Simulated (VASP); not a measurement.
A run of VASP 6.6.1:

Contents of POSCAR:

```
C
1.0
    0.0000000000      1.8298452605      1.8298452605
    1.8298452605      0.0000000000      1.8298452605
    1.8298452605      1.8298452605      0.0000000000
C
2
Direct
    0.0000000000      0.0000000000      0.0000000000
    0.2500000000      0.2500000000      0.2500000000
```

INCAR.step1

```
SYSTEM = C
ALGO = Normal ; EDIFF = 1E-5
ENCUT = 660 ; GGA = PE
GGA_COMPAT = .False. ; ISMEAR = 0
LASPH = .True. ; LCHARG = .False.
LREAL = .False. ; LWAVE = .True.
NBANDS = 11 ; NELM = 120
PREC = Accurate ; SIGMA = 0.01
```

Contents of INCAR.step2:

```
SYSTEM = C
ALGO = Normal ; EDIFF = 1E-6
ENCUT = 660 ; GGA_COMPAT = .False.
ISIF = 2 ; ISMEAR = 0
ISTART = 1 ; LASPH = .True.
LCHARG = .False. ; LMIXTAU = .True.
LREAL = .False. ; LWAVE = .False.
METAGGA = R2SCAN ; NBANDS = 11
NELM = 120 ; PREC = Accurate
SIGMA = 0.01
```

The input KPOINTS:

```
k-points
0
Gamma
  4 4 4
  0 0 0
```

Potentials or basis: VASP PAW PBE potentials, release 64 (C).

Command:

```sh
$ cat potpaw_PBE.64/C/POTCAR > POTCAR
$ cp INCAR.step1 INCAR
$ mpirun -np 1 vasp_std > vasp.out
$ cp INCAR.step2 INCAR
$ mpirun -np 1 vasp_std > vasp.out
```

Hardware: 1 thread of Intel(R) Xeon(R) Platinum 8375C CPU @ 2.90GHz (Ice Lake), with other jobs on the host.

Task: How long does it take, and how much memory?

Result: Wall time 8 s on 1 thread of Intel(R) Xeon(R) Platinum 8375C CPU @ 2.90GHz (Ice Lake), with other jobs on the host, peak memory 0.13 GiB. Counts: k points 8.
